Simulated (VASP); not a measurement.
# NiO2 (Cmcm) in VASP: a series of runs

Runs on NiO2. Level: PBEsol. Tasks: single point.

Everything below comes from runs of VASP 6.6.1. Logs are shortened: lines on timing, memory, paths and dates and some standing lists are left out, and cuts for length are marked.

## 1. The cell of the first run

Symmetry: Cmcm, No. 63, orthorhombic system. The conventional cell has a = 2.783 Å, b = 4.724 Å, c = 10.843 Å, α = 90.00°, β = 90.00°, γ = 90.00°. Ni (site symmetry 2/m) has 6 O at 1.83 to 1.85 Å within 2.4 Å. Within 2.5 Å of O (site symmetry m) lie 3 Ni at 1.83 to 1.85 Å and 3 O at 2.44 to 2.46 Å.

## 2. Single point, PBEsol (strain -0.0200 x Voigt [0, 1, 0, 0, 0, 0])

File INCAR:

```
PREC     = Accurate       # precision mode
ENCUT    = 700            # plane-wave cutoff, eV
EDIFF    = 1E-6           # SCF threshold, eV
ISMEAR   = 0              # smearing method
SIGMA    = 0.05           # smearing width, eV
LREAL    = F              # projectors in reciprocal space
LASPH    = T              # aspherical terms in the spheres
NELM     = 120            # most SCF steps
ALGO     = Normal         # electronic algorithm
ISIF     = 2              # what is computed and relaxed
LWAVE    = F              # write WAVECAR
LCHARG   = F              # write CHGCAR
GGA      = PS             # functional
NBANDS   = 39             # bands
GGA_COMPAT= F
```

File KPOINTS:

```
Automatic mesh
0
Gamma
  12 12 4
```

File POSCAR:

```
NiO2
1.0
    2.7833395248      0.0000000000      0.0000000000
   -1.3916697624      2.3622338811      0.0000000000
    0.0000000000      0.0000000000     10.8430490062
Ni O
2 4
Direct
    0.0000000000      0.0000000000      0.0000000000
    0.0000000000      0.0000000000      0.5000000000
    0.6666666667      0.3333333333      0.0860929541
    0.6666666667      0.3333333333      0.4139070459
    0.3333333333      0.6666666667      0.9139070459
    0.3333333333      0.6666666667      0.5860929541
```

Potentials or basis: VASP PAW PBE potentials, release 64 (Ni_sv_GW, O).

On the command line:

```
cat potpaw_PBE.64/Ni_sv_GW/POTCAR potpaw_PBE.64/O/POTCAR > POTCAR
mpirun -np 1 vasp_std > vasp.out
```

OUTCAR:

```text
PREC = Accurate
   ENCUT = 700
   EDIFF = 1E-6
   ISMEAR = 0
   LREAL = F
   LASPH = T
   NELM = 120
   ISIF = 2
   GGA = PS

 ion  position               nearest neighbor table
   1  0.000  0.000  0.000-   5 1.83   3 1.83   5 1.85   3 1.85   3 1.85   5 1.85
   2  0.000  0.000  0.500-   6 1.83   4 1.83   6 1.85   4 1.85   4 1.85   6 1.85
   3  0.667  0.333  0.086-   1 1.83   1 1.85   1 1.85
   4  0.667  0.333  0.414-   2 1.83   2 1.85   2 1.85
   5  0.333  0.667  0.914-   1 1.83   1 1.85   1 1.85
   6  0.333  0.667  0.586-   2 1.83   2 1.85   2 1.85

  Warning from LATTYP: Monoclinic adjustment (A1->A3, A2->A1, A3->A2)!
  LATTYP: Found a base centered orthorhombic cell.
 ALAT       =     2.7833395248
 B/A-ratio  =     1.6974097914
 C/A-ratio  =     3.8956975639

  Lattice vectors:

 A1 = (   1.3916697624,  -2.3622338811,   0.0000000000)
 A2 = (   1.3916697624,   2.3622338811,   0.0000000000)
 A3 = (   0.0000000000,   0.0000000000,  10.8430490062)

Analysis of symmetry for initial positions (statically):
=====================================================================
 Subroutine PRICEL returns:
 Original cell was already a primitive cell.

 Routine SETGRP: Setting up the symmetry group for a
 base centered orthorhombic supercell.

 Subroutine GETGRP returns: Found  8 space group operations
 (whereof  4 operations were pure point group operations)
 out of a pool of  8 trial point group operations.

The static configuration has the point symmetry C_2h.
 The point group associated with its full space group is D_2h.

Analysis of symmetry for dynamics (positions and initial velocities):
=====================================================================
 Subroutine PRICEL returns:
 Original cell was already a primitive cell.

 Routine SETGRP: Setting up the symmetry group for a
 base centered orthorhombic supercell.

 Subroutine GETGRP returns: Found  8 space group operations
 (whereof  4 operations were pure point group operations)
 out of a pool of  8 trial point group operations.

The dynamic configuration has the point symmetry C_2h.
 The point group associated with its full space group is D_2h.

 Subroutine INISYM returns: Found  8 space group operations
 (whereof  4 operations are pure point group operations),
 and found     1 'primitive' translations

----------------------------------------------------------------------------------------

                                     Primitive cell

  volume of cell :      71.2920
[... 100 lines left out ...]
   NSW    =      0    number of steps for IOM
   IBRION =     -1    ionic relax: 0-MD 1-quasi-New 2-CG
   NFREE  =      0    steps in history (QN), initial steepest desc. (CG)
   ISIF   =      2    stress and relaxation
   ISYM   =      2    0-nonsym 1-usesym 2-fastsym
   POTIM  = 0.5000    time-step for ionic-motion
   TEBEG  =    0.0;   TEEND  =   0.0 temperature during run
   PSTRESS=    0.0 pullay stress
   NELECT =      60.0000    total number of electrons
   NUPDOWN=      -1.0000    fix difference up-down
   EMIN   =  10.00;   EMAX   =-10.00  energy-range for DOS
   EFERMI =   0.00;   METHOD = LEGACY
   ISMEAR =     0;   SIGMA  =   0.05  broadening in eV -4-tet -1-fermi 0-gaus
   EFERMI_NEDOS =   21; number of points for ismear=-14 and -15
   IALGO  =     38    algorithm
   IMIX   =      4    mixing-type and parameters
     AMIX     =   0.40;   BMIX     =  1.00
     AMIX_MAG =   1.60;   BMIX_MAG =  1.00
  volume/ion in A,a.u.               =      11.88        80.18
  Fermi-wavevector in a.u.,A,eV,Ry     =   1.545652  2.920859 32.504868  2.389040
  Thomas-Fermi vector in A             =   2.651000
   LORBIT       =      0    0 simple, 1 ext, 2 COOP (PROOUT), +10 PAW based schemes
   GGA     = PS    functional components
   LHFCALC =     F    Hartree Fock is set to
   AEXX    =    0.0000 exact exchange contribution
   IVDW    =     0    specifies the selected vdW correction
   LEPSILON=     F    determine dielectric tensor
   LRPA    =     F    only Hartree local field effects (RPA)
 non-spin polarized calculation
 Gauss-broadening in eV      SIGMA  =   0.05
  energy-cutoff  :      700.00
  volume of cell :       71.29
 maximum number of plane-waves:      3027
   NGX = 13   NGY = 11   NGZ = 47

 number of electron      60.0000049 magnetization

 Free energy of the ion-electron system (eV)
  ---------------------------------------------------
  ext. energy  EPLUGINS =         0.00000000
  ---------------------------------------------------
  free energy    TOTEN  =       -39.52285912 eV

  energy without entropy =      -39.52285912  energy(sigma->0) =      -39.52285912

 E-fermi :   1.0536     XC(G=0): -10.0447

 val. band max:        0.8480549091   @ k =   0.0833   0.0833   0.0000
 cond. band min:       2.0226363754   @ k =   0.2500  -0.0000   0.0000
 fundamental gap:      1.1745814662
 Fermi energy:         1.0536461283

 k-point     1 :       0.0000    0.0000    0.0000
  band No.  band energies     occupation
      1    -103.0969      2.00000
      2    -103.0963      2.00000
      3     -63.6730      2.00000
      4     -63.6727      2.00000
      5     -63.6715      2.00000
      6     -63.6713      2.00000
[... 997 lines left out ...]
     38      14.8092      0.00000
     39      15.1322      0.00000

 [... further k-points ...]

------------------------ aborting loop because EDIFF is reached ----------------------------------------

  FORCE on cell =-STRESS in cart. coord.  units (eV):
  Direction    XX          YY          ZZ          XY          YZ          ZX
  --------------------------------------------------------------------------------------
  -------------------------------------------------------------------------------------
  Total        1.0402086      3.4325744      0.6206770      0.0000000     -0.0000000      0.0000000
  in kB       23.3770940     77.1418482     13.9487653      0.0000000     -0.0000000      0.0000000
  external PRESSURE =      38.1559025 kB  Pullay stress =       0.0000000 kB

 VOLUME and BASIS-vectors are now :
 -----------------------------------------------------------------------------
  energy-cutoff  :      700.00
  volume of cell :       71.29
      direct lattice vectors                 reciprocal lattice vectors
     2.783339525  0.000000000  0.000000000     0.359280638  0.211664054  0.000000000
    -1.391669762  2.362233881  0.000000000     0.000000000  0.423328108  0.000000000
     0.000000000  0.000000000 10.843049006     0.000000000  0.000000000  0.092224982

 POSITION                                       TOTAL-FORCE (eV/Angst)
 -----------------------------------------------------------------------------------
      0.00000      0.00000      0.00000         0.000000      0.000000      0.000000
      0.00000      0.00000      5.42152         0.000000      0.000000      0.000000
      1.39167      0.78741      0.93351         0.000000     -0.131718      0.311125
      1.39167      0.78741      4.48801         0.000000     -0.131718     -0.311125
     -0.00000      1.57482      9.90954         0.000000      0.131718     -0.311125
     -0.00000      1.57482      6.35503         0.000000      0.131718      0.311125
 -----------------------------------------------------------------------------------
    total drift:                               -0.000000      0.000000      0.000000

  FREE ENERGIE OF THE ION-ELECTRON SYSTEM (eV)
  ---------------------------------------------------
  free  energy   TOTEN  =       -39.5228591236 eV

  energy  without entropy=      -39.5228591236  energy(sigma->0) =      -39.52285912
```

Run time: 10 min. Hardware: 1 thread of Intel Xeon Platinum 8488C (Sapphire Rapids), shared host; peak memory 0.6 GiB.

What came out:

```yaml
Free_energy: -39.5229 eV
Pressure: 3.8 GPa
Largest_force: 0.338 eV/Å
Band_gap_on_the_k_mesh: 1.17 eV (least direct gap 1.43 eV)
```

Forces in eV/Å, atoms in the order of the input:
```
Ni   0.000  0.000  0.000
Ni   0.000  0.000  0.000
O    0.000 -0.132  0.311
O    0.000 -0.132 -0.311
O    0.000  0.132 -0.311
O    0.000  0.132  0.311
```

Caveat: the cell differs from its parent crystal (strain -0.0200 x Voigt [0, 1, 0, 0, 0, 0]); the stress differs along the axes, from 1 to 8 GPa; the PAW data sets were made with another functional, which shifts forces and pressure a little; the run has no spin polarisation, though such a crystal can be magnetic.

## 3. Single point, PBEsol (strain -0.0100 x Voigt [0, 1, 0, 0, 0, 0])

File INCAR:

```
ALGO     = Normal         # electronic algorithm
EDIFF    = 1E-6           # SCF threshold, eV
ENCUT    = 700            # plane-wave cutoff, eV
GGA      = PS             # functional
GGA_COMPAT= F            
ISIF     = 2              # what is computed and relaxed
ISMEAR   = 0              # smearing method
LASPH    = T              # aspherical terms in the spheres
LCHARG   = F              # write CHGCAR
LREAL    = F              # projectors in reciprocal space
LWAVE    = F              # write WAVECAR
NBANDS   = 39             # bands
NELM     = 120            # most SCF steps
PREC     = Accurate       # precision mode
SIGMA    = 0.05           # smearing width, eV
```

File KPOINTS:

```
k-points
0
Gamma
  12 12 4
```

POSCAR, as its differences from that of step 2:

```diff
@@ -3,3 +3,3 @@
     2.7833395248      0.0000000000      0.0000000000
-   -1.3916697624      2.3622338811      0.0000000000
+   -1.3916697624      2.3863383085      0.0000000000
     0.0000000000      0.0000000000     10.8430490062
```

Potentials or basis: VASP PAW PBE potentials, release 64 (Ni_sv_GW, O).

On the command line:

```
cat potpaw_PBE.64/Ni_sv_GW/POTCAR potpaw_PBE.64/O/POTCAR > POTCAR
mpirun -np 1 vasp_std > vasp.out
```

It took 10 min on 1 thread of Intel Xeon Platinum 8488C (Sapphire Rapids), shared host; peak memory 0.61 GiB.

The run converged. Its results:

- Free energy: -39.5541 eV
- Pressure: 2.1 GPa
- Largest force: 0.183 eV/Å
- Band gap on the k mesh: 1.16 eV (least direct gap 1.41 eV)

Forces on the atoms (eV/Å):
```
Ni   0.000  0.000  0.000
Ni   0.000  0.000  0.000
O    0.000 -0.059  0.173
O    0.000 -0.059 -0.173
O    0.000  0.059 -0.173
O    0.000  0.059  0.173
```

Stress tensor (GPa, compression positive):
```
1.48 0.00 0.00
0.00 4.07 0.00
0.00 0.00 0.73
```

Levels at points of the mesh, in eV from the valence-band top:
| k point | band 27 | band 28 | band 29 | band 30 | band 31 | band 32 | band 33 | band 34 |
| --- | --- | --- | --- | --- | --- | --- | --- | --- |
| (0.00, 0.00, 0.00) | -1.06 | -1.05 | -0.22 | -0.08 | 2.40 | 2.41 | 2.43 | 2.44 |
| (0.50, 0.00, 0.00) | -1.63 | -1.62 | -1.01 | -0.98 | 1.68 | 1.79 | 2.31 | 2.32 |
| (0.00, 0.50, 0.00) | -1.65 | -1.63 | -0.98 | -0.95 | 1.72 | 1.83 | 2.27 | 2.29 |
| (0.00, 0.00, 0.50) | -1.06 | -1.06 | -0.13 | -0.13 | 2.40 | 2.40 | 2.44 | 2.44 |
| (0.50, 0.00, 0.50) | -1.62 | -1.62 | -1.00 | -1.00 | 1.74 | 1.74 | 2.31 | 2.31 |
| (0.00, 0.50, 0.50) | -1.64 | -1.64 | -0.96 | -0.96 | 1.78 | 1.78 | 2.28 | 2.28 |

Caveat: the cell differs from its parent crystal (strain -0.0100 x Voigt [0, 1, 0, 0, 0, 0]); the PAW data sets were made with another functional, which shifts forces and pressure a little; the run has no spin polarisation, though such a crystal can be magnetic. Spin polarisation is off, so any magnetic state and its effect on volume and gap are missing.

## 4. Single point, PBEsol (strain +0.0200 x Voigt [0, 1, 0, 0, 0, 0])

File INCAR:

```
SYSTEM = NiO2
  PREC = Accurate
  ENCUT = 700
  EDIFF = 1E-6
  ISMEAR = 0
  SIGMA = 0.05
  LREAL = .FALSE.
  LASPH = .TRUE.
  NELM = 120
  ALGO = Normal
  ISIF = 2
  LWAVE = .FALSE.
  LCHARG = .FALSE.
  GGA = PS
  NBANDS = 39
  GGA_COMPAT = .FALSE.
```

File KPOINTS:

```
Automatic mesh
0
G
  12 12 4
  0 0 0
```

POSCAR, as its differences from that of step 3:

```diff
@@ -3,3 +3,3 @@
     2.7833395248      0.0000000000      0.0000000000
-   -1.3916697624      2.3863383085      0.0000000000
+   -1.3916697624      2.4586515906      0.0000000000
     0.0000000000      0.0000000000     10.8430490062
```

On the command line:

```
cat potpaw_PBE.64/Ni_sv_GW/POTCAR potpaw_PBE.64/O/POTCAR > POTCAR
mpirun -np 1 vasp_std > vasp.out
```

It took 14 min on 1 thread of Intel Xeon Platinum 8259CL at 2.50GHz (Skylake/Cascade Lake), shared host; peak memory 0.62 GiB.

Results (log left out):

- Free energy: -39.5435 eV
- Pressure: -3.7 GPa
- Largest force: 0.213 eV/Å
- Band gap on the k mesh: 1.06 eV (least direct gap 1.33 eV)

Forces in eV/Å, atoms in the order of the input:
```
Ni   0.000  0.000  0.000
Ni   0.000  0.000  0.000
O    0.000  0.084 -0.196
O    0.000  0.084  0.196
O    0.000 -0.084  0.196
O    0.000 -0.084 -0.196
```

Stress tensor (GPa, compression positive):
```
-2.12  0.00  0.00
 0.00 -6.70  0.00
 0.00  0.00 -2.23
```

Levels at points of the mesh, in eV from the valence-band top:
```tsv
k point	band 28	band 29	band 30	band 31	band 32	band 33
(0.00, 0.00, 0.00)	-1.03	-0.20	-0.07	2.27	2.28	2.33
(0.50, 0.00, 0.00)	-1.57	-0.96	-0.94	1.59	1.71	2.18
(0.00, 0.50, 0.00)	-1.55	-1.03	-1.01	1.52	1.64	2.23
(0.00, 0.00, 0.50)	-1.03	-0.13	-0.13	2.28	2.28	2.34
(0.50, 0.00, 0.50)	-1.57	-0.95	-0.95	1.65	1.65	2.18
(0.00, 0.50, 0.50)	-1.56	-1.02	-1.02	1.58	1.58	2.24
```

Caveat: the cell differs from its parent crystal (strain +0.0200 x Voigt [0, 1, 0, 0, 0, 0]); the cell stands under tension; the PAW data sets were made with another functional, which shifts forces and pressure a little; the run has no spin polarisation, though such a crystal can be magnetic. A k mesh can miss the band edges.

(Continued in part 2 of 2.)
